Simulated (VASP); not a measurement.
# Pt3F2 (R-3m) in VASP: notebook

Runs on Pt3F2. Level: PBE. Tasks: single point.

All numbers are computed with VASP 6.6.1; they aren't measurements. Logs are shortened: lines on timing, memory, paths and dates and some standing lists are left out, and cuts for length are marked.

## (1) The cell of the first run

It takes space group R-3m (No. 166, trigonal). The conventional cell has a = 7.079 Å, b = 7.079 Å, c = 5.468 Å, α = 90.00°, β = 90.00°, γ = 120.00°. Within 2.8 Å of Pt (site symmetry 2/m) lie 2 F at 2.13 Å and 4 Pt at 2.74 Å. F (site symmetry 3m) has 3 Pt at 2.13 Å and 1 F at 2.45 Å within 2.8 Å.

## (2) Single point, PBE (atoms taken out)

INCAR

```
PREC     = Accurate       # precision mode
ENCUT    = 520            # plane-wave cutoff, eV
EDIFF    = 1E-6           # SCF threshold, eV
ISMEAR   = 0              # smearing method
SIGMA    = 0.1            # smearing width, eV
LREAL    = False          # projectors in reciprocal space
LASPH    = True           # aspherical terms in the spheres
NELM     = 100            # most SCF steps
ALGO     = Normal         # electronic algorithm
ISIF     = 2              # what is computed and relaxed
LWAVE    = False          # write WAVECAR
LCHARG   = False          # write CHGCAR
GGA      = PE             # functional
NBANDS   = 30             # bands
```

KPOINTS

```
Automatic mesh
0
Gamma
  12 12 12
```

POSCAR

```
Pt3F2
1.0
    3.5392849328      2.0434071087      1.8227615136
   -3.5392849328      2.0434071087      1.8227615136
    0.0000000000     -4.0868142174      1.8227615136
Pt F
3 2
Direct
    0.0000000000      0.5000000000      0.0000000000
    0.5000000000      0.0000000000      0.0000000000
    0.0000000000      0.0000000000      0.5000000000
    0.7243540490      0.7243540490      0.7243540490
    0.2756459510      0.2756459510      0.2756459510
```

Potentials or basis: VASP PAW PBE potentials, release 64 (Pt, F).

The run is started by

```sh
cat potpaw_PBE.64/Pt/POTCAR potpaw_PBE.64/F/POTCAR > POTCAR
mpirun -np 1 vasp_std > vasp.out
```

OUTCAR:

```text
PREC = Accurate
   ENCUT = 520
   EDIFF = 1E-6
   ISMEAR = 0
   LREAL = False
   LASPH = True
   NELM = 100
   ISIF = 2
   GGA = PE

 ion  position               nearest neighbor table
   1  0.000  0.500  0.000-   4 2.13   5 2.13   3 2.74   3 2.74   2 2.74   2 2.74
   2  0.500  0.000  0.000-   4 2.13   5 2.13   3 2.74   3 2.74   1 2.74   1 2.74
   3  0.000  0.000  0.500-   4 2.13   5 2.13   1 2.74   2 2.74   1 2.74   2 2.74
   4  0.724  0.724  0.724-   1 2.13   2 2.13   3 2.13
   5  0.276  0.276  0.276-   1 2.13   2 2.13   3 2.13

  LATTYP: Found a trigonal (rhomboedric) cell.
 ALAT       =     4.4748754153
 COS(alpha) =    -0.2511205364

  Lattice vectors:

 A1 = (   3.5392849328,   2.0434071087,   1.8227615136)
 A2 = (  -3.5392849328,   2.0434071087,   1.8227615136)
 A3 = (   0.0000000000,  -4.0868142174,   1.8227615136)

Analysis of symmetry for initial positions (statically):
=====================================================================
 Subroutine PRICEL returns:
 Original cell was already a primitive cell.

 Routine SETGRP: Setting up the symmetry group for a
 trigonal (rhombohedral) supercell.

 Subroutine GETGRP returns: Found 12 space group operations
 (whereof 12 operations were pure point group operations)
 out of a pool of 12 trial point group operations.

The static configuration has the point symmetry D_3d.

Analysis of symmetry for dynamics (positions and initial velocities):
=====================================================================
 Subroutine PRICEL returns:
 Original cell was already a primitive cell.

 Routine SETGRP: Setting up the symmetry group for a
 trigonal (rhombohedral) supercell.

 Subroutine GETGRP returns: Found 12 space group operations
 (whereof 12 operations were pure point group operations)
 out of a pool of 12 trial point group operations.

The dynamic configuration has the point symmetry D_3d.

 Subroutine INISYM returns: Found 12 space group operations
 (whereof 12 operations are pure point group operations),
 and found     1 'primitive' translations

----------------------------------------------------------------------------------------

                                     Primitive cell

  volume of cell :      79.0955

  direct lattice vectors                    reciprocal lattice vectors
     3.539284933  2.043407109  1.822761514     0.141271474  0.081563124  0.182872708
    -3.539284933  2.043407109  1.822761514    -0.141271474  0.081563124  0.182872708
     0.000000000 -4.086814217  1.822761514     0.000000000 -0.163126247  0.182872708

  length of vectors
     4.474875415  4.474875415  4.474875415     0.245056320  0.245056320  0.245056320

  position of ions in fractional coordinates (direct lattice)
     0.000000000  0.500000000  0.000000000
     0.500000000  0.000000000  0.000000000
     0.000000000  0.000000000  0.500000000
     0.724354049  0.724354049  0.724354049
     0.275645951  0.275645951  0.275645951

  ion indices of the primitive-cell ions
   primitive index   ion index
                 1           1
                 2           2
                 3           3
                 4           4
                 5           5

----------------------------------------------------------------------------------------

 KPOINTS: Automatic mesh

Automatic generation of k-mesh.
 Grid dimensions read from file:
 generate k-points for:   12   12   12

 Generating k-lattice:

  Cartesian coordinates                     Fractional coordinates (reciprocal lattice)
     0.011772623  0.006796927  0.015239392     0.083333333  0.000000000  0.000000000
    -0.011772623  0.006796927  0.015239392     0.000000000  0.083333333  0.000000000
     0.000000000 -0.013593854  0.015239392     0.000000000  0.000000000  0.083333333

  Length of vectors
     0.020421360  0.020421360  0.020421360

  Shift w.r.t. Gamma in fractional coordinates (k-lattice)
     0.000000000  0.000000000  0.000000000

 Subroutine IBZKPT returns following result:
 ===========================================

 Found    189 irreducible k-points:

 Following reciprocal coordinates:
            Coordinates               Weight
  0.000000  0.000000  0.000000      1.000000
  0.083333  0.000000  0.000000      6.000000
  0.166667  0.000000  0.000000      6.000000
  0.250000  0.000000  0.000000      6.000000
  0.333333 -0.000000  0.000000      6.000000
  0.416667  0.000000  0.000000      6.000000
[... 16 lines left out ...]
  0.500000  0.166667  0.000000     12.000000
 -0.416667  0.166667 -0.000000     12.000000
 [... further k-points ...]
   k-points           NKPTS =    189   k-points in BZ     NKDIM =    189   number of bands    NBANDS=     30
   number of dos      NEDOS =    301   number of ions     NIONS =      5
   total plane-waves  NPLWV =  46656
   dimension x,y,z NGX =    36 NGY =   36 NGZ =   36
   dimension x,y,z NGXF=    72 NGYF=   72 NGZF=   72
   ions per type =               3   2
   NGX,Y,Z   is equivalent  to a cutoff of  13.37, 13.37, 13.37 a.u.
   NGXF,Y,Z  is equivalent  to a cutoff of  26.75, 26.75, 26.75 a.u.
 SYSTEM =  unknown system
   PREC   = accura    normal or accurate (medium, high low for compatibility)
   ISTART =      0    job   : 0-new  1-cont  2-samecut
   ICHARG =      2    charge: 1-file 2-atom 10-const
   ISPIN  =      1    spin polarized calculation?
   LNONCOLLINEAR =      F non collinear calculations
   LSORBIT =      F    spin-orbit coupling
   LASPH  =      T    aspherical Exc in radial PAW
   ENCUT  =  520.0 eV  38.22 Ry    6.18 a.u.   8.32  8.32  8.32*2*pi/ulx,y,z
   NELM   =    100;   NELMIN=  2; NELMDL= -5     # of ELM steps
   EDIFF  = 0.1E-05   stopping-criterion for ELM
   LREAL  =      F    real-space projection
   EDIFFG = 0.1E-04   stopping-criterion for IOM
   NSW    =      0    number of steps for IOM
   IBRION =     -1    ionic relax: 0-MD 1-quasi-New 2-CG
   NFREE  =      0    steps in history (QN), initial steepest desc. (CG)
   ISIF   =      2    stress and relaxation
   ISYM   =      2    0-nonsym 1-usesym 2-fastsym
   POTIM  = 0.5000    time-step for ionic-motion
   TEBEG  =    0.0;   TEEND  =   0.0 temperature during run
   PSTRESS=    0.0 pullay stress
   NELECT =      44.0000    total number of electrons
   NUPDOWN=      -1.0000    fix difference up-down
   EMIN   =  10.00;   EMAX   =-10.00  energy-range for DOS
   EFERMI =   0.00;   METHOD = LEGACY
   ISMEAR =     0;   SIGMA  =   0.10  broadening in eV -4-tet -1-fermi 0-gaus
   EFERMI_NEDOS =   21; number of points for ismear=-14 and -15
   IALGO  =     38    algorithm
   IMIX   =      4    mixing-type and parameters
     AMIX     =   0.40;   BMIX     =  1.00
     AMIX_MAG =   1.60;   BMIX_MAG =  1.00
  volume/ion in A,a.u.               =      15.82       106.75
  Fermi-wavevector in a.u.,A,eV,Ry     =   1.346403  2.544334 24.664672  1.812802
  Thomas-Fermi vector in A             =   2.474238
   LORBIT       =      0    0 simple, 1 ext, 2 COOP (PROOUT), +10 PAW based schemes
   GGA     = PE    functional components
   LHFCALC =     F    Hartree Fock is set to
   AEXX    =    0.0000 exact exchange contribution
   IVDW    =     0    specifies the selected vdW correction
   LEPSILON=     F    determine dielectric tensor
   LRPA    =     F    only Hartree local field effects (RPA)
 non-spin polarized calculation
 Gauss-broadening in eV      SIGMA  =   0.10
  energy-cutoff  :      520.00
  volume of cell :       79.10
 maximum number of plane-waves:      2185
 NGX is ok and might be reduce to    36
   NGX = 17   NGY = 17   NGZ = 17

 number of electron      43.9999996 magnetization

 Free energy of the ion-electron system (eV)
  ---------------------------------------------------
  ext. energy  EPLUGINS =         0.00000000
  ---------------------------------------------------
  free energy    TOTEN  =       -21.76284178 eV

  energy without entropy =      -21.74061519  energy(sigma->0) =      -21.75172849

 E-fermi :   5.8049     XC(G=0): -11.2040

 val. band max:        5.8046139948   @ k =   0.4167   0.4167   0.0000
 cond. band min:       5.8082831559   @ k =   0.1667   0.0833   0.0833
 fundamental gap:      0.0036691611
 Fermi energy:         5.8048581133

 k-point     1 :       0.0000    0.0000    0.0000
  band No.  band energies     occupation
      1     -19.7197      2.00000
      2     -19.1744      2.00000
      3      -2.5780      2.00000
      4      -2.5780      2.00000
      5      -2.3583      2.00000
      6      -1.2418      2.00000
[... 22 lines left out ...]
     29      13.8875      0.00000
     30      15.1023      0.00000

 k-point     2 :       0.0833    0.0000    0.0000
  band No.  band energies     occupation
      1     -19.7103      2.00000
      2     -19.1832      2.00000
      3      -2.5773      2.00000
      4      -2.5615      2.00000
      5      -2.3164      2.00000
      6      -1.2842      2.00000
[... 22 lines left out ...]
     29      14.1120      0.00000
     30      15.1258      0.00000

 k-point     3 :       0.1667    0.0000    0.0000
  band No.  band energies     occupation
      1     -19.6837      2.00000
      2     -19.2103      2.00000
      3      -2.5761      2.00000
      4      -2.5134      2.00000
      5      -2.1967      2.00000
      6      -1.3885      2.00000
[... 22 lines left out ...]
     29      14.6466      0.00000
     30      15.1374      0.00000

 k-point     4 :       0.2500    0.0000    0.0000
  band No.  band energies     occupation
      1     -19.6414      2.00000
      2     -19.2530      2.00000
      3      -2.5757      2.00000
      4      -2.4371      2.00000
      5      -2.0258      2.00000
      6      -1.5028      2.00000
[... 22 lines left out ...]
     29      15.3170      0.00000
     30      15.3635      0.00000

 k-point     5 :       0.3333   -0.0000    0.0000
  band No.  band energies     occupation
      1     -19.5872      2.00000
      2     -19.3079      2.00000
      3      -2.5769      2.00000
      4      -2.3376      2.00000
      5      -1.9089      2.00000
      6      -1.5149      2.00000
[... 22 lines left out ...]
     29      15.6828      0.00000
     30      15.9968      0.00000
[... 526 lines left out ...]
     29      16.0573      0.00000
     30      16.9235      0.00000

 k-point    22 :       0.4167    0.1667    0.0000
  band No.  band energies     occupation
      1     -19.4829      2.00000
      2     -19.4107      2.00000
      3      -2.6538      2.00000
      4      -2.4415      2.00000
      5      -1.6665      2.00000
      6      -1.2982      2.00000
[... 22 lines left out ...]
     29      15.9965      0.00000
     30      16.8401      0.00000

 k-point    23 :       0.5000    0.1667    0.0000
  band No.  band energies     occupation
      1     -19.5092      2.00000
      2     -19.3833      2.00000
      3      -2.6171      2.00000
      4      -2.3575      2.00000
      5      -1.7903      2.00000
      6      -1.4236      2.00000
[... 22 lines left out ...]
     29      15.3804      0.00000
     30      16.8284      0.00000

 k-point    24 :      -0.4167    0.1667   -0.0000
  band No.  band energies     occupation
      1     -19.5623      2.00000
      2     -19.3291      2.00000
      3      -2.5670      2.00000
      4      -2.2747      2.00000
      5      -1.9290      2.00000
      6      -1.6063      2.00000
[... 22 lines left out ...]
     29      14.6589      0.00000
     30      16.5321      0.00000

 [... further k-points ...]

------------------------ aborting loop because EDIFF is reached ----------------------------------------

  FORCE on cell =-STRESS in cart. coord.  units (eV):
  Direction    XX          YY          ZZ          XY          YZ          ZX
  --------------------------------------------------------------------------------------
  -------------------------------------------------------------------------------------
  Total        0.0319610      0.0319610     -0.1577599      0.0000000     -0.0000000      0.0000000
  in kB        0.6474108      0.6474108     -3.1956240      0.0000000     -0.0000000      0.0000000
  external PRESSURE =      -0.6336008 kB  Pullay stress =       0.0000000 kB

 VOLUME and BASIS-vectors are now :
 -----------------------------------------------------------------------------
  energy-cutoff  :      520.00
  volume of cell :       79.10
      direct lattice vectors                 reciprocal lattice vectors
     3.539284933  2.043407109  1.822761514     0.141271474  0.081563124  0.182872708
    -3.539284933  2.043407109  1.822761514    -0.141271474  0.081563124  0.182872708
     0.000000000 -4.086814217  1.822761514     0.000000000 -0.163126247  0.182872708

 POSITION                                       TOTAL-FORCE (eV/Angst)
 -----------------------------------------------------------------------------------
     -1.76964      1.02170      0.91138         0.000000     -0.000000      0.000000
      1.76964      1.02170      0.91138        -0.000000     -0.000000      0.000000
      0.00000     -2.04341      0.91138         0.000000     -0.000000      0.000000
      0.00000      0.00000      3.96097        -0.000000     -0.000000     -0.013290
      0.00000      0.00000      1.50731        -0.000000      0.000000      0.013290
 -----------------------------------------------------------------------------------
    total drift:                               -0.000000     -0.000000      0.000000

  FREE ENERGIE OF THE ION-ELECTRON SYSTEM (eV)
  ---------------------------------------------------
  free  energy   TOTEN  =       -21.7628417812 eV

  energy  without entropy=      -21.7406151931  energy(sigma->0) =      -21.75172849
```

Run time: 4.2 min. Hardware: 1 thread of AMD EPYC 9R45 (Zen 5), shared host; peak memory 0.44 GiB.

What came out:

```yaml
Free_energy: -21.7628 eV
Pressure: -0.1 GPa
Largest_force: 0.013 eV/Å
Band_gap_on_the_k_mesh: zero (bands 22 and 23 overlap by 2.37 eV)
```

Forces in eV/Å, atoms in the order of the input:
```
Pt   0.000  0.000  0.000
Pt   0.000  0.000  0.000
Pt   0.000  0.000  0.000
F    0.000  0.000 -0.013
F    0.000  0.000  0.013
```

Caveat: the cell differs from its parent crystal (atoms taken out); spin-orbit coupling is left out, which moves the levels of the heavy elements.

## (3) Single point, PBE

INCAR

```
PREC = Accurate
ENCUT = 520
EDIFF = 1E-6
ISMEAR = 0
SIGMA = 0.1
LREAL = False
LASPH = True
NELM = 100
ALGO = Normal
ISIF = 2
LWAVE = False
LCHARG = False
GGA = PE
NBANDS = 30
```

KPOINTS

```
regular mesh
0
Gamma
  12 12 12
```

POSCAR is that of step 2.

Potentials or basis: VASP PAW PBE potentials, release 64 (Pt, F).

The run is started by

```sh
cat potpaw_PBE.64/Pt/POTCAR potpaw_PBE.64/F/POTCAR > POTCAR
mpirun -np 1 vasp_std > vasp.out
```

Run time: 4.4 min. Hardware: 1 thread of AMD EPYC 9R45 (Zen 5), shared host; peak memory 0.44 GiB.

The run converged. Its results:

```
Free energy            : -21.7628 eV
Pressure               : -0.1 GPa
Largest force          : 0.013 eV/Å
Band gap on the k mesh : zero (bands 22 and 23 overlap by 2.37 eV)
```

Forces on the atoms (eV/Å):
```
Pt   0.000  0.000  0.000
Pt   0.000  0.000  0.000
Pt   0.000  0.000  0.000
F    0.000  0.000 -0.013
F    0.000  0.000  0.013
```

Stress tensor (GPa, compression positive):
```
 0.06  0.00  0.00
 0.00  0.06  0.00
 0.00  0.00 -0.32
```

Levels at points of the mesh, in eV from the Fermi level:
```csv
k point,band 18,band 19,band 20,band 21,band 22,band 23,band 24,band 25,band 26,band 27
"(0.00, 0.00, 0.00)",-0.78,-0.56,-0.56,-0.06,0.98,0.98,1.38,3.48,3.48,6.53
"(0.50, 0.00, 0.00)",-1.81,-1.77,-1.62,-0.76,-0.66,0.61,0.93,0.96,4.80,5.74
"(0.50, 0.50, 0.00)",-1.78,-1.55,-1.45,-0.84,-0.73,0.17,0.93,2.22,4.06,4.63
"(0.50, 0.50, 0.50)",-1.07,-0.48,-0.48,0.02,1.26,1.26,2.17,2.17,3.52,3.66
```

Caveat: spin-orbit coupling is left out, which moves the levels of the heavy elements.
